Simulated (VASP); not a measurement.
# CuI (F-43m) in VASP: further runs

Runs on CuI. Level: PBE. Tasks: single point.

Program: VASP 6.6.1. These are calculated values, not measurements. Logs are shortened: lines on timing, memory, paths and dates and some standing lists are left out, and cuts for length are marked.

## Step 1: The cell of the first run

Symmetry: F-43m, No. 216, cubic system. Conventional cell: a = 5.735 Å, b = 5.735 Å, c = 5.735 Å, α = 90.00°, β = 90.00°, γ = 90.00°. Cu (site symmetry -43m) has 4 I at 2.48 Å within 3.3 Å. Within 3.3 Å of I (site symmetry -43m) lie 4 Cu at 2.48 Å.

## Step 2: Single point, PBE (volume 23.575 Å^3 an atom, c/a of the conventional cell 1.0000)

File INCAR:

```
PREC = Accurate
ENCUT = 520
EDIFF = 1E-6
ISMEAR = 0
SIGMA = 0.05
LREAL = F
LASPH = T
NELM = 100
ALGO = Normal
ISIF = 2
LWAVE = F
LCHARG = F
GGA = PE
NBANDS = 16
```

File KPOINTS:

```
regular mesh
0
Gamma
  8 8 8
```

File POSCAR:

```
CuI
1.0
    0.0000000000      2.8673710786      2.8673710786
    2.8673710786      0.0000000000      2.8673710786
    2.8673710786      2.8673710786      0.0000000000
Cu I
1 1
Direct
    0.7500000000      0.7500000000      0.7500000000
    0.0000000000      0.0000000000      0.0000000000
```

Potentials or basis: VASP PAW PBE potentials, release 64 (Cu, I).

Run with:

```sh
$ cat potpaw_PBE.64/Cu/POTCAR potpaw_PBE.64/I/POTCAR > POTCAR
$ mpirun -np 1 vasp_std > vasp.out
```

OUTCAR:

```text
PREC = Accurate
   ENCUT = 520
   EDIFF = 1E-6
   ISMEAR = 0
   LREAL = F
   LASPH = T
   NELM = 100
   ISIF = 2
   GGA = PE

 ion  position               nearest neighbor table
   1  0.750  0.750  0.750-   2 2.48   2 2.48   2 2.48   2 2.48
   2  0.000  0.000  0.000-   1 2.48   1 2.48   1 2.48   1 2.48

  LATTYP: Found a face centered cubic cell.
 ALAT       =     5.7347421572

  Lattice vectors:

 A1 = (   0.0000000000,   2.8673710786,   2.8673710786)
 A2 = (   2.8673710786,   0.0000000000,   2.8673710786)
 A3 = (   2.8673710786,   2.8673710786,   0.0000000000)

Analysis of symmetry for initial positions (statically):
=====================================================================
 Subroutine PRICEL returns:
 Original cell was already a primitive cell.

 Routine SETGRP: Setting up the symmetry group for a
 face centered cubic supercell.

 Subroutine GETGRP returns: Found 24 space group operations
 (whereof 24 operations were pure point group operations)
 out of a pool of 48 trial point group operations.

The static configuration has the point symmetry T_d .

Analysis of symmetry for dynamics (positions and initial velocities):
=====================================================================
 Subroutine PRICEL returns:
 Original cell was already a primitive cell.

 Routine SETGRP: Setting up the symmetry group for a
 face centered cubic supercell.

 Subroutine GETGRP returns: Found 24 space group operations
 (whereof 24 operations were pure point group operations)
 out of a pool of 48 trial point group operations.

The dynamic configuration has the point symmetry T_d .

 Subroutine INISYM returns: Found 24 space group operations
 (whereof 24 operations are pure point group operations),
 and found     1 'primitive' translations

----------------------------------------------------------------------------------------

                                     Primitive cell

  volume of cell :      47.1500

  direct lattice vectors                    reciprocal lattice vectors
     0.000000000  2.867371079  2.867371079    -0.174375756  0.174375756  0.174375756
     2.867371079  0.000000000  2.867371079     0.174375756 -0.174375756  0.174375756
     2.867371079  2.867371079  0.000000000     0.174375756  0.174375756 -0.174375756

  length of vectors
     4.055075068  4.055075068  4.055075068     0.302027669  0.302027669  0.302027669

  position of ions in fractional coordinates (direct lattice)
     0.750000000  0.750000000  0.750000000
     0.000000000  0.000000000  0.000000000

  ion indices of the primitive-cell ions
   primitive index   ion index
                 1           1
                 2           2

----------------------------------------------------------------------------------------

 KPOINTS: regular mesh

Automatic generation of k-mesh.
 Grid dimensions read from file:
 generate k-points for:    8    8    8

 Generating k-lattice:

  Cartesian coordinates                     Fractional coordinates (reciprocal lattice)
    -0.021796970  0.021796970  0.021796970     0.125000000  0.000000000  0.000000000
     0.021796970 -0.021796970  0.021796970     0.000000000  0.125000000  0.000000000
     0.021796970  0.021796970 -0.021796970     0.000000000  0.000000000  0.125000000

  Length of vectors
     0.037753459  0.037753459  0.037753459

  Shift w.r.t. Gamma in fractional coordinates (k-lattice)
     0.000000000  0.000000000  0.000000000

 Subroutine IBZKPT returns following result:
 ===========================================

 Found     29 irreducible k-points:

 Following reciprocal coordinates:
            Coordinates               Weight
  0.000000  0.000000  0.000000      1.000000
  0.125000  0.000000  0.000000      8.000000
  0.250000  0.000000  0.000000      8.000000
  0.375000  0.000000  0.000000      8.000000
  0.500000  0.000000  0.000000      4.000000
  0.125000  0.125000  0.000000      6.000000
[... 16 lines left out ...]
  0.500000  0.250000  0.125000     48.000000
 -0.375000  0.250000  0.125000     24.000000
 [... further k-points ...]
   k-points           NKPTS =     29   k-points in BZ     NKDIM =     29   number of bands    NBANDS=     16
   number of dos      NEDOS =    301   number of ions     NIONS =      2
   total plane-waves  NPLWV =  27000
   dimension x,y,z NGX =    30 NGY =   30 NGZ =   30
   dimension x,y,z NGXF=    60 NGYF=   60 NGZF=   60
   ions per type =               1   1
   NGX,Y,Z   is equivalent  to a cutoff of  12.30, 12.30, 12.30 a.u.
   NGXF,Y,Z  is equivalent  to a cutoff of  24.60, 24.60, 24.60 a.u.
 SYSTEM =  unknown system
   PREC   = accura    normal or accurate (medium, high low for compatibility)
   ISTART =      0    job   : 0-new  1-cont  2-samecut
   ICHARG =      2    charge: 1-file 2-atom 10-const
   ISPIN  =      1    spin polarized calculation?
   LNONCOLLINEAR =      F non collinear calculations
   LSORBIT =      F    spin-orbit coupling
[... 107 lines left out ...]
  band No.  band energies     occupation
      1      -7.7599      2.00000
      2      -0.2872      2.00000
      3       1.9837      2.00000
      4       1.9837      2.00000
      5       3.7925      2.00000
      6       3.7925      2.00000
[... 8 lines left out ...]
     15      17.7604      0.00000
     16      17.7604      0.00000

 k-point     6 :       0.1250    0.1250    0.0000
  band No.  band energies     occupation
      1      -8.4564      2.00000
      2       1.5833      2.00000
      3       1.9102      2.00000
      4       1.9102      2.00000
      5       3.7132      2.00000
      6       3.7736      2.00000
[... 8 lines left out ...]
     15      16.1081      0.00000
     16      16.4558      0.00000

 k-point     7 :       0.2500    0.1250    0.0000
  band No.  band energies     occupation
      1      -8.2373      2.00000
      2       1.0492      2.00000
      3       1.9062      2.00000
      4       1.9195      2.00000
      5       3.6815      2.00000
      6       3.7845      2.00000
[... 8 lines left out ...]
     15      16.2466      0.00000
     16      16.7379      0.00000

 k-point     8 :       0.3750    0.1250    0.0000
  band No.  band energies     occupation
      1      -7.9319      2.00000
      2       0.3274      2.00000
      3       1.8482      2.00000
      4       1.9455      2.00000
      5       3.6999      2.00000
      6       3.7995      2.00000
[... 8 lines left out ...]
     15      16.4565      0.00000
     16      16.9958      0.00000

 k-point     9 :       0.5000    0.1250    0.0000
  band No.  band energies     occupation
      1      -7.7222      2.00000
      2      -0.1358      2.00000
      3       1.7614      2.00000
      4       1.9751      2.00000
      5       3.7367      2.00000
      6       3.7962      2.00000
[... 8 lines left out ...]
     15      17.5033      0.00000
     16      17.7867      0.00000
[... 172 lines left out ...]
 k-point    19 :       0.5000    0.3750    0.0000
  band No.  band energies     occupation
      1      -7.5174      2.00000
      2      -0.0786      2.00000
      3       1.6681      2.00000
      4       1.9333      2.00000
      5       3.6342      2.00000
      6       3.8403      2.00000
[... 8 lines left out ...]
     15      18.1889      0.00000
     16      19.5710      0.00000

 k-point    20 :      -0.3750    0.3750    0.0000
  band No.  band energies     occupation
      1      -7.4906      2.00000
      2       0.1471      2.00000
      3       1.0889      2.00000
      4       1.9655      2.00000
      5       3.5727      2.00000
      6       3.7854      2.00000
[... 8 lines left out ...]
     15      16.7416      0.00000
     16      20.8123      0.00000

 k-point    21 :       0.5000    0.5000    0.0000
  band No.  band energies     occupation
      1      -7.4694      2.00000
      2      -0.2483      2.00000
      3       1.9245      2.00000
      4       1.9245      2.00000
      5       3.6898      2.00000
      6       3.8595      2.00000
[... 8 lines left out ...]
     15      18.1171      0.00000
     16      19.0959      0.00000

 k-point    22 :       0.3750    0.2500    0.1250
  band No.  band energies     occupation
      1      -8.0000      2.00000
      2       0.6435      2.00000
      3       1.7206      2.00000
      4       1.9645      2.00000
      5       3.6590      2.00000
      6       3.8043      2.00000
[... 8 lines left out ...]
     15      17.1571      0.00000
     16      18.2049      0.00000

 k-point    23 :       0.5000    0.2500    0.1250
  band No.  band energies     occupation
      1      -7.7363      2.00000
      2       0.2346      2.00000
      3       1.4649      2.00000
      4       1.9679      2.00000
      5       3.6914      2.00000
      6       3.7759      2.00000
[... 8 lines left out ...]
     15      17.4940      0.00000
     16      18.3192      0.00000

 k-point    24 :      -0.3750    0.2500    0.1250
  band No.  band energies     occupation
      1      -7.6173      2.00000
      2       0.0481      2.00000
      3       1.3498      2.00000
      4       1.9611      2.00000
      5       3.6675      2.00000
      6       3.7694      2.00000
[... 8 lines left out ...]
     15      17.4675      0.00000
     16      18.3132      0.00000

 [... further k-points ...]
[... 5 lines left out ...]
  --------------------------------------------------------------------------------------
  -------------------------------------------------------------------------------------
  Total        3.1814317      3.1814317      3.1814317      0.0000000      0.0000000      0.0000000
  in kB      108.1064218    108.1064218    108.1064218      0.0000000      0.0000000      0.0000000
  external PRESSURE =     108.1064218 kB  Pullay stress =       0.0000000 kB

 VOLUME and BASIS-vectors are now :
 -----------------------------------------------------------------------------
  energy-cutoff  :      520.00
  volume of cell :       47.15
      direct lattice vectors                 reciprocal lattice vectors
     0.000000000  2.867371079  2.867371079    -0.174375756  0.174375756  0.174375756
     2.867371079  0.000000000  2.867371079     0.174375756 -0.174375756  0.174375756
     2.867371079  2.867371079  0.000000000     0.174375756  0.174375756 -0.174375756

 POSITION                                       TOTAL-FORCE (eV/Angst)
 -----------------------------------------------------------------------------------
      4.30106      4.30106      4.30106        -0.000000      0.000000     -0.000000
      0.00000      0.00000      0.00000         0.000000     -0.000000      0.000000
 -----------------------------------------------------------------------------------
    total drift:                               -0.000001     -0.000001     -0.000002

  FREE ENERGIE OF THE ION-ELECTRON SYSTEM (eV)
  ---------------------------------------------------
  free  energy   TOTEN  =        -5.3053085526 eV

  energy  without entropy=       -5.3053085526  energy(sigma->0) =       -5.30530855
```

It used 21 s of CPU time on 1 thread of Intel Xeon 6975P-C, on a shared host.

Results:

```
Free energy            : -5.3053 eV
Pressure               : 10.8 GPa
Band gap on the k mesh : 1.65 eV, direct
```

Caveat: the cell differs from its parent crystal (volume 23.575 Å^3 an atom, c/a of the conventional cell 1.0000); spin-orbit coupling is left out, which moves the levels of the heavy elements.

## Step 3: Single point, PBE (volume 25.072 Å^3 an atom, c/a of the conventional cell 1.0000)

File INCAR:

```
SYSTEM = CuI
PREC = Accurate ; ENCUT = 520
EDIFF = 1E-7 ; ISMEAR = 0
SIGMA = 0.05 ; LREAL = .False.
LASPH = .True. ; NELM = 80
ALGO = Normal ; ISIF = 2
LWAVE = .False. ; LCHARG = .True.
GGA = PE ; LELF = .True.
LVHAR = .True. ; NBANDS = 16
```

File KPOINTS:

```
Automatic mesh
0
Gamma
  8 8 8
  0 0 0
```

File POSCAR:

```
CuI
1.0
    0.0000000000      2.9268221048      2.9268221048
    2.9268221048      0.0000000000      2.9268221048
    2.9268221048      2.9268221048      0.0000000000
Cu I
1 1
Direct
    0.7500000000      0.7500000000      0.7500000000
    0.0000000000      0.0000000000      0.0000000000
```

Potentials or basis: VASP PAW PBE potentials, release 64 (Cu, I).

Run with:

```sh
$ cat potpaw_PBE.64/Cu/POTCAR potpaw_PBE.64/I/POTCAR > POTCAR
$ mpirun -np 1 vasp_std > vasp.out
```

It used 21 s of CPU time on 1 thread of Intel Xeon 6975P-C (shared host).

Results (log left out):

- Free energy: -5.4605 eV
- Pressure: 6.0 GPa
- Band gap on the k mesh: 1.45 eV, direct

Levels at points of the mesh, in eV from the valence-band top:
| k point | band 7 | band 8 | band 9 | band 10 | band 11 | band 12 |
| --- | --- | --- | --- | --- | --- | --- |
| (0.00, 0.00, 0.00) | 0.00 | 0.00 | 0.00 | 1.45 | 4.75 | 4.75 |
| (0.50, 0.00, 0.00) | -2.24 | -0.89 | -0.89 | 2.25 | 5.32 | 5.32 |
| (0.50, 0.50, 0.00) | -2.23 | -1.90 | -1.90 | 2.49 | 2.83 | 9.96 |

Caveat: the cell differs from its parent crystal (volume 25.072 Å^3 an atom, c/a of the conventional cell 1.0000); spin-orbit coupling is left out, which moves the levels of the heavy elements.

## Step 4: Single point, PBE (volume 26.569 Å^3 an atom, c/a of the conventional cell 1.0000)

File INCAR:

```
SYSTEM = CuI
ALGO     = Normal         ! electronic algorithm
EDIFF    = 1E-6           ! SCF threshold, eV
ENCUT    = 520            ! plane-wave cutoff, eV
GGA      = PE             ! functional
ISIF     = 2              ! what is computed and relaxed
ISMEAR   = 0              ! smearing method
LASPH    = .True.         ! aspherical terms in the spheres
LCHARG   = .False.        ! write CHGCAR
LREAL    = .False.        ! projectors in reciprocal space
LWAVE    = .False.        ! write WAVECAR
NBANDS   = 16             ! bands
NELM     = 100            ! most SCF steps
PREC     = Accurate       ! precision mode
SIGMA    = 0.05           ! smearing width, eV
```

File KPOINTS:

```
k-points
0
Gamma
  8 8 8
  0 0 0
```

File POSCAR:

```
CuI
1.0
    0.0000000000      2.9839513369      2.9839513369
    2.9839513369      0.0000000000      2.9839513369
    2.9839513369      2.9839513369      0.0000000000
Cu I
1 1
Direct
    0.7500000000      0.7500000000      0.7500000000
    0.0000000000      0.0000000000      0.0000000000
```

Run with:

```sh
$ cat potpaw_PBE.64/Cu/POTCAR potpaw_PBE.64/I/POTCAR > POTCAR
$ mpirun -np 1 vasp_std > vasp.out
```

Wall time 24 s (1 thread of Intel Xeon 6975P-C, shared host); peak memory 0.19 GiB.

The run converged. Its results:

```yaml
Free_energy: -5.5391 eV
Pressure: 2.5 GPa
Band_gap_on_the_k_mesh: 1.27 eV, direct
```

Levels at points of the mesh, in eV from the valence-band top:
| k point | band 5 | band 6 | band 7 | band 8 | band 9 | band 10 | band 11 | band 12 | band 13 | band 14 |
| --- | --- | --- | --- | --- | --- | --- | --- | --- | --- | --- |
| (0.00, 0.00, 0.00) | -2.05 | -2.05 | 0.00 | 0.00 | 0.00 | 1.27 | 4.82 | 4.82 | 4.82 | 8.24 |
| (0.50, 0.00, 0.00) | -2.02 | -2.02 | -1.98 | -0.79 | -0.79 | 2.20 | 5.37 | 5.37 | 7.48 | 9.32 |
| (0.50, 0.50, 0.00) | -2.09 | -1.99 | -1.96 | -1.67 | -1.67 | 2.62 | 2.88 | 9.52 | 10.00 | 10.00 |

Caveat: the cell differs from its parent crystal (volume 26.569 Å^3 an atom, c/a of the conventional cell 1.0000); spin-orbit coupling is left out, which moves the levels of the heavy elements.

## Step 5: Single point, PBE

This run uses another cell than the first one, of 28.07 Å³/atom, 1.190 times its volume.

File INCAR:

```
PREC = Accurate ; ENCUT = 520
EDIFF = 1E-6 ; ISMEAR = 0
SIGMA = 0.05 ; LREAL = F
LASPH = T ; NELM = 60
ALGO = Normal ; ISIF = 2
LWAVE = F ; LCHARG = F
GGA = PE ; NBANDS = 16
```

File KPOINTS:

```
regular mesh
0
Gamma
  8 8 8
```

File POSCAR:

```
CuI
1.0
    0.0000000000      3.0389614612      3.0389614612
    3.0389614612      0.0000000000      3.0389614612
    3.0389614612      3.0389614612      0.0000000000
Cu I
1 1
Direct
    0.7500000000      0.7500000000      0.7500000000
    0.0000000000      0.0000000000      0.0000000000
```

Run with:

```sh
$ cat potpaw_PBE.64/Cu/POTCAR potpaw_PBE.64/I/POTCAR > POTCAR
$ mpirun -np 1 vasp_std > vasp.out
```

It used 17 s of CPU time on 1 thread of Intel Xeon 6975P-C, with other jobs on the host.

Results (log left out):

| Item | Value |
| --- | --- |
| Free energy | -5.5626 eV |
| Pressure | 0.4 GPa |
| Band gap on the k mesh | 1.13 eV, direct |

Levels at points of the mesh, in eV from the valence-band top:
| k point | band 7 | band 8 | band 9 | band 10 | band 11 | band 12 |
| --- | --- | --- | --- | --- | --- | --- |
| (0.00, 0.00, 0.00) | 0.00 | 0.00 | 0.00 | 1.13 | 4.88 | 4.88 |
| (0.50, 0.00, 0.00) | -1.75 | -0.70 | -0.70 | 2.15 | 5.41 | 5.41 |
| (0.50, 0.50, 0.00) | -1.74 | -1.47 | -1.47 | 2.73 | 2.91 | 9.14 |

Caveat: spin-orbit coupling is left out, which moves the levels of the heavy elements.

## Step 6: Single point, PBE (volume 29.563 Å^3 an atom, c/a of the conventional cell 1.0000)

File INCAR:

```
ALGO = Normal
EDIFF = 1E-6
ENCUT = 520
GGA = PE
ISIF = 2
ISMEAR = 0
LASPH = True
LCHARG = False
LREAL = False
LWAVE = False
NBANDS = 16
NELM = 60
PREC = Accurate
SIGMA = 0.05
```

File KPOINTS:

```
k-points
0
Gamma
  8 8 8
```

File POSCAR:

```
CuI
1.0
    0.0000000000      3.0920713098      3.0920713098
    3.0920713098      0.0000000000      3.0920713098
    3.0920713098      3.0920713098      0.0000000000
Cu I
1 1
Direct
    0.7500000000      0.7500000000      0.7500000000
    0.0000000000      0.0000000000      0.0000000000
```

Potentials or basis: VASP PAW PBE potentials, release 64 (Cu, I).

Run with:

```sh
$ cat potpaw_PBE.64/Cu/POTCAR potpaw_PBE.64/I/POTCAR > POTCAR
$ mpirun -np 1 vasp_std > vasp.out
```

It used 26 s of CPU time on 1 thread of Intel Xeon 6975P-C, with other jobs on the host.

Results (log left out):

```yaml
Free_energy: -5.5465 eV
Pressure: -1.4 GPa
Band_gap_on_the_k_mesh: 1.00 eV, direct
```

Levels at points of the mesh, in eV from the valence-band top:
```
           k point  band 7  band 8  band 9  band 10  band 11  band 12
(0.00, 0.00, 0.00)    0.00    0.00    0.00     1.00     4.93     4.93
(0.50, 0.00, 0.00)   -1.56   -0.62   -0.62     2.11     5.44     5.44
(0.50, 0.50, 0.00)   -1.54   -1.30   -1.30     2.84     2.92     8.80
```

Caveat: the cell differs from its parent crystal (volume 29.563 Å^3 an atom, c/a of the conventional cell 1.0000); spin-orbit coupling is left out, which moves the levels of the heavy elements.

## Step 7: Summary

| cell | gap on the mesh (eV) | pressure (GPa) |
| --- | --- | --- |
| a = 4.055 Å, angles 60.0°, 2 atoms | 1.65 | 10.8 |
| a = 4.139 Å, angles 60.0°, 2 atoms | 1.45 | 6.0 |
| a = 4.220 Å, angles 60.0°, 2 atoms | 1.27 | 2.5 |
| a = 4.298 Å, angles 60.0°, 2 atoms | 1.13 | 0.4 |
| a = 4.373 Å, angles 60.0°, 2 atoms | 1.00 | -1.4 |

Alike in all rows: task single point; level PBE; potentials or basis VASP PAW PBE potentials, release 64 (Cu, I); no spin polarisation; k mesh 8 × 8 × 8; cutoff (eV) 520; smearing gaussian 0.05 eV.

Caveats: spin-orbit coupling is left out, which moves the levels of the heavy elements.

Total energies depend on the potentials used, so only differences within one code and one set of settings carry meaning.
